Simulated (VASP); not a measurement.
# WSe2 in VASP: single point with PBEsol

Aim: the single point of WSe2 with PBEsol.

All numbers are computed with VASP 6.6.1; they aren't measurements. Logs are shortened: lines on timing, memory, paths and dates and some standing lists are left out, and cuts for length are marked.

### Step 1. The cell of the first run

The cell holds a slab with vacuum, 9 atoms: a = 3.271 Å, b = 3.271 Å, c = 29.185 Å, α = 90.00°, β = 90.00°, γ = 120.00°.

### Step 2. Single point, PBEsol (atoms displaced along a vibrational mode)

Contents of INCAR:

```
SYSTEM = WSe2
  PREC = Accurate
  ENCUT = 520
  EDIFF = 1E-6
  ISMEAR = 0
  SIGMA = 0.05
  LREAL = .False.
  LASPH = .True.
  NELM = 100
  ALGO = Normal
  ISIF = 2
  LWAVE = .False.
  LCHARG = .True.
  GGA = PS
  LELF = .True.
  LVHAR = .True.
  NBANDS = 49
```

Contents of KPOINTS:

```
regular mesh
0
Gamma
  12 12 1
  0 0 0
```

Contents of POSCAR:

```
WSe2
1.0
    3.2709028599      0.0000000000      0.0000000000
   -1.6354514299      2.8326849700      0.0000000000
    0.0000000000      0.0000000000     29.1847504091
W Se
3 6
Direct
    0.6666666667      0.3333333333      0.0000000000
    0.2314506097      0.5920833365      0.7734641576
    0.4352160570      0.7412499968      0.2265358424
    0.3342679865      0.6673508803      0.0573689705
    0.5653028696      0.2591298838      0.8308403050
    0.7689645752      0.4082205999      0.2838341585
    0.3323986802      0.6659824531      0.9426310295
    0.5643687582      0.2584460668      0.7161658415
    0.7680304638      0.4075367829      0.1691596950
```

Potentials or basis: VASP PAW PBE potentials, release 64 (W_sv, Se).

Started as:

```sh
> cat potpaw_PBE.64/W_sv/POTCAR potpaw_PBE.64/Se/POTCAR > POTCAR
> mpirun -np 1 vasp_std > vasp.out
```

OUTCAR:

```text
SYSTEM = WSe2
   PREC = Accurate
   ENCUT = 520
   EDIFF = 1E-6
   ISMEAR = 0
   LREAL = .False.
   LASPH = .True.
   NELM = 100
   ISIF = 2
   GGA = PS

 ion  position               nearest neighbor table
   1  0.667  0.333  0.000-   7 2.52   4 2.52   4 2.52   7 2.52   7 2.53   4 2.53
   2  0.231  0.592  0.773-   8 2.52   8 2.52   5 2.52   8 2.52   5 2.52   5 2.52
   3  0.435  0.741  0.227-   6 2.52   6 2.52   6 2.52   9 2.52   9 2.52   9 2.53
   4  0.334  0.667  0.057-   1 2.52   1 2.52   1 2.53
   5  0.565  0.259  0.831-   2 2.52   2 2.52   2 2.52
   6  0.769  0.408  0.284-   3 2.52   3 2.52   3 2.52
   7  0.332  0.666  0.943-   1 2.52   1 2.52   1 2.53
   8  0.564  0.258  0.716-   2 2.52   2 2.52   2 2.52
   9  0.768  0.408  0.169-   3 2.52   3 2.52   3 2.53

  LATTYP: Found a hexagonal cell.
 ALAT       =     3.2709028599
 C/A-ratio  =     8.9225365776

  Lattice vectors:

 A1 = (   3.2709028599,   0.0000000000,   0.0000000000)
 A2 = (  -1.6354514299,   2.8326849700,   0.0000000000)
 A3 = (   0.0000000000,   0.0000000000,  29.1847504091)

Analysis of symmetry for initial positions (statically):
=====================================================================
 Subroutine PRICEL returns:
 Original cell was already a primitive cell.

 Routine SETGRP: Setting up the symmetry group for a
 hexagonal supercell.

 Subroutine GETGRP returns: Found  1 space group operations
 (whereof  1 operations were pure point group operations)
 out of a pool of 24 trial point group operations.

The static configuration has the point symmetry C_1 .

Analysis of symmetry for dynamics (positions and initial velocities):
=====================================================================
 Subroutine PRICEL returns:
 Original cell was already a primitive cell.

 Routine SETGRP: Setting up the symmetry group for a
 hexagonal supercell.

 Subroutine GETGRP returns: Found  1 space group operations
 (whereof  1 operations were pure point group operations)
 out of a pool of 24 trial point group operations.

The dynamic configuration has the point symmetry C_1 .

 Subroutine INISYM returns: Found  1 space group operations
 (whereof  1 operations are pure point group operations),
 and found     1 'primitive' translations

----------------------------------------------------------------------------------------

                                     Primitive cell

  volume of cell :     270.4095

  direct lattice vectors                    reciprocal lattice vectors
     3.270902860  0.000000000  0.000000000     0.305725985  0.176510980  0.000000000
    -1.635451430  2.832684970  0.000000000     0.000000000  0.353021960  0.000000000
     0.000000000  0.000000000 29.184750409     0.000000000  0.000000000  0.034264470

  length of vectors
     3.270902860  3.270902860 29.184750409     0.353021960  0.353021960  0.034264470

  position of ions in fractional coordinates (direct lattice)
     0.666666667  0.333333333  0.000000000
     0.231450610  0.592083336  0.773464158
     0.435216057  0.741249997  0.226535842
     0.334267987  0.667350880  0.057368971
     0.565302870  0.259129884  0.830840305
     0.768964575  0.408220600  0.283834158
     0.332398680  0.665982453  0.942631029
     0.564368758  0.258446067  0.716165842
     0.768030464  0.407536783  0.169159695

  ion indices of the primitive-cell ions
   primitive index   ion index
                 1           1
                 2           2
                 3           3
                 4           4
                 5           5
                 6           6
                 7           7
                 8           8
                 9           9

----------------------------------------------------------------------------------------

 KPOINTS: regular mesh

Automatic generation of k-mesh.
 Grid dimensions read from file:
 generate k-points for:   12   12    1

 Generating k-lattice:

  Cartesian coordinates                     Fractional coordinates (reciprocal lattice)
     0.025477165  0.014709248  0.000000000     0.083333333  0.000000000  0.000000000
     0.000000000  0.029418497  0.000000000     0.000000000  0.083333333  0.000000000
     0.000000000  0.000000000  0.034264470     0.000000000  0.000000000  1.000000000

  Length of vectors
     0.029418497  0.029418497  0.034264470

  Shift w.r.t. Gamma in fractional coordinates (k-lattice)
     0.000000000  0.000000000  0.000000000

 Subroutine IBZKPT returns following result:
 ===========================================

 Found     74 irreducible k-points:

 Following reciprocal coordinates:
            Coordinates               Weight
  0.000000  0.000000  0.000000      1.000000
  0.083333  0.000000  0.000000      2.000000
  0.000000  0.083333  0.000000      2.000000
 -0.083333  0.083333  0.000000      2.000000
  0.166667  0.000000  0.000000      2.000000
  0.000000  0.166667  0.000000      2.000000
[... 16 lines left out ...]
  0.166667  0.083333  0.000000      2.000000
 -0.083333  0.250000  0.000000      2.000000
 [... further k-points ...]
   k-points           NKPTS =     74   k-points in BZ     NKDIM =     74   number of bands    NBANDS=     49
   number of dos      NEDOS =    301   number of ions     NIONS =      9
   total plane-waves  NPLWV = 129024
   dimension x,y,z NGX =    24 NGY =   24 NGZ =  224
   dimension x,y,z NGXF=    48 NGYF=   48 NGZF=  448
   ions per type =               3   6
   NGX,Y,Z   is equivalent  to a cutoff of  12.20, 12.20, 12.76 a.u.
   NGXF,Y,Z  is equivalent  to a cutoff of  24.40, 24.40, 25.52 a.u.
 SYSTEM =  WSe2
   PREC   = accura    normal or accurate (medium, high low for compatibility)
   ISTART =      0    job   : 0-new  1-cont  2-samecut
   ICHARG =      2    charge: 1-file 2-atom 10-const
   ISPIN  =      1    spin polarized calculation?
   LNONCOLLINEAR =      F non collinear calculations
   LSORBIT =      F    spin-orbit coupling
   LASPH  =      T    aspherical Exc in radial PAW
   ENCUT  =  520.0 eV  38.22 Ry    6.18 a.u.   6.08  6.08 54.26*2*pi/ulx,y,z
   NELM   =    100;   NELMIN=  2; NELMDL= -5     # of ELM steps
   EDIFF  = 0.1E-05   stopping-criterion for ELM
   LREAL  =      F    real-space projection
   EDIFFG = 0.1E-04   stopping-criterion for IOM
   NSW    =      0    number of steps for IOM
   IBRION =     -1    ionic relax: 0-MD 1-quasi-New 2-CG
   NFREE  =      0    steps in history (QN), initial steepest desc. (CG)
   ISIF   =      2    stress and relaxation
   ISYM   =      2    0-nonsym 1-usesym 2-fastsym
   POTIM  = 0.5000    time-step for ionic-motion
   TEBEG  =    0.0;   TEEND  =   0.0 temperature during run
   PSTRESS=    0.0 pullay stress
   NELECT =      78.0000    total number of electrons
   NUPDOWN=      -1.0000    fix difference up-down
   EMIN   =  10.00;   EMAX   =-10.00  energy-range for DOS
   EFERMI =   0.00;   METHOD = LEGACY
   ISMEAR =     0;   SIGMA  =   0.05  broadening in eV -4-tet -1-fermi 0-gaus
   EFERMI_NEDOS =   21; number of points for ismear=-14 and -15
   IALGO  =     38    algorithm
   IMIX   =      4    mixing-type and parameters
     AMIX     =   0.40;   BMIX     =  1.00
     AMIX_MAG =   1.60;   BMIX_MAG =  1.00
  volume/ion in A,a.u.               =      30.05       202.76
  Fermi-wavevector in a.u.,A,eV,Ry     =   1.081681  2.044080 15.919266  1.170033
  Thomas-Fermi vector in A             =   2.217703
   LORBIT       =      0    0 simple, 1 ext, 2 COOP (PROOUT), +10 PAW based schemes
   GGA     = PS    functional components
   LHFCALC =     F    Hartree Fock is set to
   AEXX    =    0.0000 exact exchange contribution
   IVDW    =     0    specifies the selected vdW correction
   LEPSILON=     F    determine dielectric tensor
   LRPA    =     F    only Hartree local field effects (RPA)
 non-spin polarized calculation
 Gauss-broadening in eV      SIGMA  =   0.05
  energy-cutoff  :      520.00
  volume of cell :      270.41
 maximum number of plane-waves:      7344
   NGX = 13   NGY = 13   NGZ =109

 number of electron      77.9999999 magnetization

 Free energy of the ion-electron system (eV)
  ---------------------------------------------------
  ext. energy  EPLUGINS =         0.00000000
  ---------------------------------------------------
  free energy    TOTEN  =       -69.77672290 eV

  energy without entropy =      -69.77672290  energy(sigma->0) =      -69.77672290

 E-fermi :   2.7142     XC(G=0):  -7.6753

 val. band max:        2.3893546655   @ k =   0.0000   0.0000   0.0000
 cond. band min:       3.6296749770   @ k =  -0.1667   0.3333   0.0000
 fundamental gap:      1.2403203115
 Fermi energy:         2.7141627205

 k-point     1 :       0.0000    0.0000    0.0000
  band No.  band energies     occupation
      1     -71.6993      2.00000
      2     -71.6965      2.00000
      3     -71.6965      2.00000
      4     -35.9648      2.00000
      5     -35.9621      2.00000
      6     -35.9620      2.00000
[... 41 lines left out ...]
     48       5.4952      0.00000
     49       5.5349      0.00000

 k-point     2 :       0.0833    0.0000    0.0000
  band No.  band energies     occupation
      1     -71.6985      2.00000
      2     -71.6957      2.00000
      3     -71.6957      2.00000
      4     -35.9616      2.00000
      5     -35.9588      2.00000
      6     -35.9588      2.00000
[... 41 lines left out ...]
     48       5.4025      0.00000
     49       5.4695      0.00000

 k-point     3 :       0.0000    0.0833    0.0000
  band No.  band energies     occupation
      1     -71.6985      2.00000
      2     -71.6957      2.00000
      3     -71.6957      2.00000
      4     -35.9616      2.00000
      5     -35.9588      2.00000
      6     -35.9588      2.00000
[... 41 lines left out ...]
     48       5.4001      0.00000
     49       5.4858      0.00000

 k-point     4 :      -0.0833    0.0833    0.0000
  band No.  band energies     occupation
      1     -71.6985      2.00000
      2     -71.6957      2.00000
      3     -71.6957      2.00000
      4     -35.9616      2.00000
      5     -35.9588      2.00000
      6     -35.9588      2.00000
[... 977 lines left out ...]
     48       5.1385      0.00000
     49       5.7882      0.00000

 k-point    23 :       0.1667    0.0833    0.0000
  band No.  band energies     occupation
      1     -71.6947      2.00000
      2     -71.6919      2.00000
      3     -71.6919      2.00000
      4     -35.9449      2.00000
      5     -35.9422      2.00000
      6     -35.9421      2.00000
[... 41 lines left out ...]
     48       5.1238      0.00000
     49       6.1947      0.00000

 k-point    24 :      -0.0833    0.2500    0.0000
  band No.  band energies     occupation
      1     -71.6947      2.00000
      2     -71.6919      2.00000
      3     -71.6919      2.00000
      4     -35.9449      2.00000
      5     -35.9422      2.00000
      6     -35.9421      2.00000
[... 41 lines left out ...]
     48       5.1235      0.00000
     49       6.1694      0.00000

 [... further k-points ...]
[... 5 lines left out ...]
  --------------------------------------------------------------------------------------
  -------------------------------------------------------------------------------------
  Total        0.4330127      0.4330453      0.6835366     -0.0116359     -0.3164912     -0.3165741
  in kB        2.5656020      2.5657953      4.0499576     -0.0689425     -1.8752116     -1.8757031
  external PRESSURE =       3.0604517 kB  Pullay stress =       0.0000000 kB

 VOLUME and BASIS-vectors are now :
 -----------------------------------------------------------------------------
  energy-cutoff  :      520.00
  volume of cell :      270.41
      direct lattice vectors                 reciprocal lattice vectors
     3.270902860  0.000000000  0.000000000     0.305725985  0.176510980  0.000000000
    -1.635451430  2.832684970  0.000000000     0.000000000  0.353021960  0.000000000
     0.000000000  0.000000000 29.184750409     0.000000000  0.000000000  0.034264470

 POSITION                                       TOTAL-FORCE (eV/Angst)
 -----------------------------------------------------------------------------------
      1.63545      0.94423      0.00000         0.003579     -0.000015     -0.000694
     -0.21127      1.67719     22.57336         0.010844      0.012692     -0.001743
      0.21127      2.09973      6.61139        -0.014539     -0.012671      0.002442
      0.00194      1.89039      1.67430         0.003903     -0.000748      0.048048
      1.42526      0.73403     24.24787         0.000597      0.005273      0.050765
      1.84758      1.15636      8.28363        -0.005717     -0.005807      0.061539
     -0.00194      1.88652     27.51045         0.005294      0.000658     -0.050293
      1.42332      0.73210     20.90112         0.005749      0.005808     -0.061574
      1.84565      1.15442      4.93688        -0.009711     -0.005191     -0.048489
 -----------------------------------------------------------------------------------
    total drift:                                0.000157      0.000031     -0.000011

  FREE ENERGIE OF THE ION-ELECTRON SYSTEM (eV)
  ---------------------------------------------------
  free  energy   TOTEN  =       -69.7767228998 eV

  energy  without entropy=      -69.7767228998  energy(sigma->0) =      -69.77672290
```

Run time: 21 min. Hardware: 1 thread of Oxide Virtual Turin-like, shared host; peak memory 0.82 GiB.

Results:

| Property | Result |
| --- | --- |
| Free energy | -69.7767 eV |
| Largest force | 0.062 eV/Å |
| Band gap on the k mesh | 1.24 eV (least direct gap 1.63 eV) |

Forces in eV/Å, atoms in the order of the input:
```
W    0.004  0.000 -0.001
W    0.011  0.013 -0.002
W   -0.015 -0.013  0.002
Se   0.004 -0.001  0.048
Se   0.001  0.005  0.051
Se  -0.006 -0.006  0.062
Se   0.005  0.001 -0.050
Se   0.006  0.006 -0.062
Se  -0.010 -0.005 -0.048
```

Caveat: the cell differs from its parent crystal (atoms displaced along a vibrational mode); the PAW data sets were made with another functional, which shifts forces and pressure a little; spin-orbit coupling is left out, which moves the levels of the heavy elements.
